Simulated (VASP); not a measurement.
# CsI (Pm-3m) in VASP: single point with PBE

Aim: the single point of CsI with PBE.

Program: VASP 6.6.1. These are calculated values, not measurements. Logs are shortened: lines on timing, memory, paths and dates and some standing lists are left out, and cuts for length are marked.

## (1) The cell of the first run

It takes space group Pm-3m (No. 221, cubic). The conventional cell has a = 4.530 Å, b = 4.530 Å, c = 4.530 Å, α = 90.00°, β = 90.00°, γ = 90.00°. Cs (site symmetry m-3m) has 8 I at 3.92 Å and 6 Cs at 4.53 Å within 5.1 Å. Within 5.1 Å of I (site symmetry m-3m) lie 8 Cs at 3.92 Å and 6 I at 4.53 Å.

## (2) Single point, PBE (46.48 Å³/atom)

File INCAR:

```
SYSTEM = CsI
  PREC = Accurate
  ENCUT = 500
  EDIFF = 1E-6
  ISMEAR = 0
  SIGMA = 0.01
  LREAL = .FALSE.
  LASPH = .TRUE.
  NELM = 120
  ALGO = Normal
  ISIF = 2
  LWAVE = .FALSE.
  LCHARG = .FALSE.
  GGA = PE
  NBANDS = 15
  GGA_COMPAT = .FALSE.
```

File KPOINTS:

```
regular mesh
0
G
  4 4 4
  0 0 0
```

File POSCAR:

```
CsI
1.0
    4.5299650480      0.0000000000      0.0000000000
    0.0000000000      4.5299650480      0.0000000000
    0.0000000000      0.0000000000      4.5299650480
Cs I
1 1
Direct
    0.0000000000      0.0000000000      0.0000000000
    0.5000000000      0.5000000000      0.5000000000
```

Potentials or basis: VASP PAW PBE potentials, release 64 (Cs_sv, I).

The run is started by

```bash
$ cat potpaw_PBE.64/Cs_sv/POTCAR potpaw_PBE.64/I/POTCAR > POTCAR
$ mpirun -np 1 vasp_std > vasp.out
```

OUTCAR:

```text
SYSTEM = CsI
   PREC = Accurate
   ENCUT = 500
   EDIFF = 1E-6
   ISMEAR = 0
   LREAL = .FALSE.
   LASPH = .TRUE.
   NELM = 120
   ISIF = 2
   GGA = PE

 ion  position               nearest neighbor table
   1  0.000  0.000  0.000-
   2  0.500  0.500  0.500-

  LATTYP: Found a simple cubic cell.
 ALAT       =     4.5299650480

  Lattice vectors:

 A1 = (   4.5299650480,   0.0000000000,   0.0000000000)
 A2 = (   0.0000000000,   4.5299650480,   0.0000000000)
 A3 = (   0.0000000000,   0.0000000000,   4.5299650480)

Analysis of symmetry for initial positions (statically):
=====================================================================
 Subroutine PRICEL returns:
 Original cell was already a primitive cell.

 Routine SETGRP: Setting up the symmetry group for a
 simple cubic supercell.

 Subroutine GETGRP returns: Found 48 space group operations
 (whereof 48 operations were pure point group operations)
 out of a pool of 48 trial point group operations.

The static configuration has the point symmetry O_h .

Analysis of symmetry for dynamics (positions and initial velocities):
=====================================================================
 Subroutine PRICEL returns:
 Original cell was already a primitive cell.

 Routine SETGRP: Setting up the symmetry group for a
 simple cubic supercell.

 Subroutine GETGRP returns: Found 48 space group operations
 (whereof 48 operations were pure point group operations)
 out of a pool of 48 trial point group operations.

The dynamic configuration has the point symmetry O_h .

 Subroutine INISYM returns: Found 48 space group operations
 (whereof 48 operations are pure point group operations),
 and found     1 'primitive' translations

----------------------------------------------------------------------------------------

                                     Primitive cell

  volume of cell :      92.9575

  direct lattice vectors                    reciprocal lattice vectors
     4.529965048  0.000000000  0.000000000     0.220752255  0.000000000  0.000000000
     0.000000000  4.529965048  0.000000000     0.000000000  0.220752255  0.000000000
     0.000000000  0.000000000  4.529965048     0.000000000  0.000000000  0.220752255

  length of vectors
     4.529965048  4.529965048  4.529965048     0.220752255  0.220752255  0.220752255

  position of ions in fractional coordinates (direct lattice)
     0.000000000  0.000000000  0.000000000
     0.500000000  0.500000000  0.500000000

  ion indices of the primitive-cell ions
   primitive index   ion index
                 1           1
                 2           2

----------------------------------------------------------------------------------------

 KPOINTS: regular mesh

Automatic generation of k-mesh.
 Grid dimensions read from file:
 generate k-points for:    4    4    4

 Generating k-lattice:

  Cartesian coordinates                     Fractional coordinates (reciprocal lattice)
     0.055188064  0.000000000  0.000000000     0.250000000  0.000000000  0.000000000
     0.000000000  0.055188064  0.000000000     0.000000000  0.250000000  0.000000000
     0.000000000  0.000000000  0.055188064     0.000000000  0.000000000  0.250000000

  Length of vectors
     0.055188064  0.055188064  0.055188064

  Shift w.r.t. Gamma in fractional coordinates (k-lattice)
     0.000000000  0.000000000  0.000000000

 Subroutine IBZKPT returns following result:
 ===========================================

 Found     10 irreducible k-points:

 Following reciprocal coordinates:
            Coordinates               Weight
  0.000000  0.000000  0.000000      1.000000
  0.250000  0.000000  0.000000      6.000000
  0.500000  0.000000  0.000000      3.000000
  0.250000  0.250000  0.000000     12.000000
  0.500000  0.250000  0.000000     12.000000
  0.500000  0.500000  0.000000      3.000000
  0.250000  0.250000  0.250000      8.000000
  0.500000  0.250000  0.250000     12.000000
  0.500000  0.500000  0.250000      6.000000
  0.500000  0.500000  0.500000      1.000000
   k-points           NKPTS =     10   k-points in BZ     NKDIM =     10   number of bands    NBANDS=     15
   number of dos      NEDOS =    301   number of ions     NIONS =      2
   total plane-waves  NPLWV =  46656
   dimension x,y,z NGX =    36 NGY =   36 NGZ =   36
   dimension x,y,z NGXF=    72 NGYF=   72 NGZF=   72
   ions per type =               1   1
   NGX,Y,Z   is equivalent  to a cutoff of  13.21, 13.21, 13.21 a.u.
   NGXF,Y,Z  is equivalent  to a cutoff of  26.42, 26.42, 26.42 a.u.
 SYSTEM =  CsI
   PREC   = accura    normal or accurate (medium, high low for compatibility)
   ISTART =      0    job   : 0-new  1-cont  2-samecut
   ICHARG =      2    charge: 1-file 2-atom 10-const
   ISPIN  =      1    spin polarized calculation?
   LNONCOLLINEAR =      F non collinear calculations
   LSORBIT =      F    spin-orbit coupling
   LASPH  =      T    aspherical Exc in radial PAW
   ENCUT  =  500.0 eV  36.75 Ry    6.06 a.u.   8.26  8.26  8.26*2*pi/ulx,y,z
   NELM   =    120;   NELMIN=  2; NELMDL= -5     # of ELM steps
   EDIFF  = 0.1E-05   stopping-criterion for ELM
   LREAL  =      F    real-space projection
   EDIFFG = 0.1E-04   stopping-criterion for IOM
   NSW    =      0    number of steps for IOM
   IBRION =     -1    ionic relax: 0-MD 1-quasi-New 2-CG
   NFREE  =      0    steps in history (QN), initial steepest desc. (CG)
   ISIF   =      2    stress and relaxation
   ISYM   =      2    0-nonsym 1-usesym 2-fastsym
   POTIM  = 0.5000    time-step for ionic-motion
   TEBEG  =    0.0;   TEEND  =   0.0 temperature during run
   PSTRESS=    0.0 pullay stress
   NELECT =      16.0000    total number of electrons
   NUPDOWN=      -1.0000    fix difference up-down
   EMIN   =  10.00;   EMAX   =-10.00  energy-range for DOS
   EFERMI =   0.00;   METHOD = LEGACY
   ISMEAR =     0;   SIGMA  =   0.01  broadening in eV -4-tet -1-fermi 0-gaus
   EFERMI_NEDOS =   21; number of points for ismear=-14 and -15
   IALGO  =     38    algorithm
   IMIX   =      4    mixing-type and parameters
     AMIX     =   0.40;   BMIX     =  1.00
     AMIX_MAG =   1.60;   BMIX_MAG =  1.00
  volume/ion in A,a.u.               =      46.48       313.65
  Fermi-wavevector in a.u.,A,eV,Ry     =   0.910654  1.720886 11.283180  0.829290
  Thomas-Fermi vector in A             =   2.034841
   LORBIT       =      0    0 simple, 1 ext, 2 COOP (PROOUT), +10 PAW based schemes
   GGA     = PE    functional components
   LHFCALC =     F    Hartree Fock is set to
   AEXX    =    0.0000 exact exchange contribution
   IVDW    =     0    specifies the selected vdW correction
   LEPSILON=     F    determine dielectric tensor
   LRPA    =     F    only Hartree local field effects (RPA)
 non-spin polarized calculation
 Gauss-broadening in eV      SIGMA  =   0.01
  energy-cutoff  :      500.00
  volume of cell :       92.96
 maximum number of plane-waves:      2383
 NGX is ok and might be reduce to    36
   NGX = 17   NGY = 17   NGZ = 17

 number of electron      16.0000001 magnetization

 Free energy of the ion-electron system (eV)
  ---------------------------------------------------
  ext. energy  EPLUGINS =         0.00000000
  ---------------------------------------------------
  free energy    TOTEN  =        -5.41058642 eV

  energy without entropy =       -5.41058642  energy(sigma->0) =       -5.41058642

 E-fermi :   1.0843     XC(G=0):  -7.8717

 val. band max:        0.9633344132   @ k =   0.5000   0.5000   0.0000
 cond. band min:       4.9185786396   @ k =   0.0000   0.0000   0.0000
 fundamental gap:      3.9552442264
 Fermi energy:         1.0843058781

 k-point     1 :       0.0000    0.0000    0.0000
  band No.  band energies     occupation
      1     -19.4028      2.00000
      2      -9.7317      2.00000
      3      -6.1000      2.00000
      4      -6.1000      2.00000
      5      -6.1000      2.00000
      6       0.8786      2.00000
      7       0.8786      2.00000
      8       0.8786      2.00000
      9       4.9186      0.00000
     10       5.1030      0.00000
     11       5.1030      0.00000
     12       8.7722      0.00000
     13       8.7722      0.00000
     14       8.7722      0.00000
     15      11.2274      0.00000

 k-point     2 :       0.2500    0.0000    0.0000
  band No.  band energies     occupation
      1     -19.3890      2.00000
      2      -9.7401      2.00000
      3      -6.1771      2.00000
      4      -6.0653      2.00000
      5      -6.0653      2.00000
      6      -0.0106      2.00000
      7       0.7938      2.00000
      8       0.7938      2.00000
      9       5.4774      0.00000
     10       6.0311      0.00000
     11       6.4443      0.00000
     12       8.6784      0.00000
     13       8.6784      0.00000
     14       9.0477      0.00000
     15       9.2227      0.00000

 k-point     3 :       0.5000    0.0000    0.0000
  band No.  band energies     occupation
      1     -19.3751      2.00000
      2      -9.7523      2.00000
      3      -6.2354      2.00000
      4      -6.0298      2.00000
      5      -6.0298      2.00000
      6      -0.6576      2.00000
      7       0.7055      2.00000
      8       0.7055      2.00000
      9       6.1482      0.00000
     10       7.5534      0.00000
     11       7.7630      0.00000
     12       7.8021      0.00000
     13       8.9422      0.00000
     14       8.9422      0.00000
     15       9.4388      0.00000
[... 91 lines left out ...]
 k-point     9 :       0.5000    0.5000    0.2500
  band No.  band energies     occupation
      1     -19.3389      2.00000
      2      -9.4960      2.00000
      3      -6.4321      2.00000
      4      -6.4321      2.00000
      5      -6.1842      2.00000
      6      -0.1657      2.00000
      7      -0.1657      2.00000
      8       0.1779      2.00000
      9       6.3471      0.00000
     10       7.4110      0.00000
     11       7.4242      0.00000
     12       7.4242      0.00000
     13      10.1248      0.00000
     14      10.1248      0.00000
     15      10.7954      0.00000

 k-point    10 :       0.5000    0.5000    0.5000
  band No.  band energies     occupation
      1     -19.3272      2.00000
      2      -9.4381      2.00000
      3      -6.3683      2.00000
      4      -6.3683      2.00000
      5      -6.3683      2.00000
      6      -0.4072      2.00000
      7      -0.4072      2.00000
      8      -0.4072      2.00000
      9       8.2144      0.00000
     10       8.2144      0.00000
     11       8.2144      0.00000
     12       8.9351      0.00000
     13       8.9351      0.00000
     14       8.9351      0.00000
     15      10.8767      0.00000

------------------------ aborting loop because EDIFF is reached ----------------------------------------

  FORCE on cell =-STRESS in cart. coord.  units (eV):
  Direction    XX          YY          ZZ          XY          YZ          ZX
  --------------------------------------------------------------------------------------
  -------------------------------------------------------------------------------------
  Total        0.6690349      0.6690349      0.6690349      0.0000000     -0.0000000     -0.0000000
  in kB       11.5312083     11.5312083     11.5312083      0.0000000     -0.0000000     -0.0000000
  external PRESSURE =      11.5312083 kB  Pullay stress =       0.0000000 kB

 VOLUME and BASIS-vectors are now :
 -----------------------------------------------------------------------------
  energy-cutoff  :      500.00
  volume of cell :       92.96
      direct lattice vectors                 reciprocal lattice vectors
     4.529965048  0.000000000  0.000000000     0.220752255  0.000000000  0.000000000
     0.000000000  4.529965048  0.000000000     0.000000000  0.220752255  0.000000000
     0.000000000  0.000000000  4.529965048     0.000000000  0.000000000  0.220752255

 POSITION                                       TOTAL-FORCE (eV/Angst)
 -----------------------------------------------------------------------------------
      0.00000      0.00000      0.00000         0.000000      0.000000      0.000000
      2.26498      2.26498      2.26498         0.000000      0.000000      0.000000
 -----------------------------------------------------------------------------------
    total drift:                               -0.000000      0.000000      0.000000

  FREE ENERGIE OF THE ION-ELECTRON SYSTEM (eV)
  ---------------------------------------------------
  free  energy   TOTEN  =        -5.4105864215 eV

  energy  without entropy=       -5.4105864215  energy(sigma->0) =       -5.41058642
```

Run time: 10 s. Hardware: 1 thread of Intel Xeon 6975P-C (Granite Rapids), shared host; peak memory 0.2 GiB.

Results:

| Item | Value |
| --- | --- |
| Free energy | -5.4106 eV |
| Pressure | 1.2 GPa |
| Band gap on the k mesh | 3.96 eV (least direct gap 4.04 eV) |

Caveat: spin-orbit coupling is left out, which moves the levels of the heavy elements. A k mesh can miss the band edges.
